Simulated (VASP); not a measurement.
Wanted: the native input for a VASP 6.6.1 run.

* Task: single point
* Functional: r2SCAN
* Potentials or basis: VASP PAW PBE potentials, release 64 (Ba_sv, S)
* Cutoff: 520 eV
* k mesh: 6 × 6 × 6
* Occupations: gaussian, width 0.01 eV
* Spin: no spin polarisation
* Dipole correction: no
* Further INCAR settings: ALGO = Normal; EDIFF = 1e-06; NBANDS = 15

Crystal: BaS.

```
Ba S
1.0
     0.00000    3.24371    3.24371
     3.24371    0.00000    3.24371
     3.24371    3.24371    0.00000
Ba S
1 1
Direct
  0.00000 0.00000 0.00000
  0.50000 0.50000 0.50000
```

This cell differs from its parent crystal: volume changed by +3%.

These files were run (other wordings do the same):

POSCAR

```
BaS
1.0
    0.0000000000      3.2437130834      3.2437130834
    3.2437130834      0.0000000000      3.2437130834
    3.2437130834      3.2437130834      0.0000000000
Ba S
1 1
Direct
    0.0000000000      0.0000000000      0.0000000000
    0.5000000000      0.5000000000      0.5000000000
```

INCAR.step1

```
PREC     = Accurate       # precision mode
ENCUT    = 520            # plane-wave cutoff, eV
ISMEAR   = 0              # smearing method
SIGMA    = 0.01           # smearing width, eV
LREAL    = False          # projectors in reciprocal space
LASPH    = True           # aspherical terms in the spheres
NELM     = 80             # most SCF steps
NBANDS   = 15             # bands
GGA      = PE             # functional
ALGO     = Normal         # electronic algorithm
EDIFF    = 1E-4           # SCF threshold, eV
LWAVE    = True           # write WAVECAR
LCHARG   = False          # write CHGCAR
```

INCAR.step2

```
PREC     = Accurate       # precision mode
ENCUT    = 520            # plane-wave cutoff, eV
EDIFF    = 1E-6           # SCF threshold, eV
ISMEAR   = 0              # smearing method
SIGMA    = 0.01           # smearing width, eV
LREAL    = False          # projectors in reciprocal space
LASPH    = True           # aspherical terms in the spheres
NELM     = 80             # most SCF steps
ALGO     = Normal         # electronic algorithm
ISIF     = 2              # what is computed and relaxed
LWAVE    = False          # write WAVECAR
LCHARG   = False          # write CHGCAR
METAGGA  = R2SCAN         # meta-GGA
LMIXTAU  = True         
NBANDS   = 15             # bands
ISTART   = 1
```

KPOINTS

```
regular mesh
0
Gamma
  6 6 6
```

Potentials or basis: VASP PAW PBE potentials, release 64 (Ba_sv, S).

Launch:

```sh
$ cat potpaw_PBE.64/Ba_sv/POTCAR potpaw_PBE.64/S/POTCAR > POTCAR
$ cp INCAR.step1 INCAR
$ mpirun -np 1 vasp_std > vasp.out
$ cp INCAR.step2 INCAR
$ mpirun -np 1 vasp_std > vasp.out
```

It gave:

```
Pressure               : -0.7 GPa
Band gap on the k mesh : 2.54 eV, indirect (least direct gap 2.69 eV)
```

Caveat: the PAW data sets were made with another functional, which shifts forces and pressure a little; spin-orbit coupling is left out, which moves the levels of the heavy elements.

It took 56 s on 1 thread of Intel(R) Xeon(R) Platinum 8488C (Sapphire Rapids), on a shared host, peak memory 0.22 GiB.
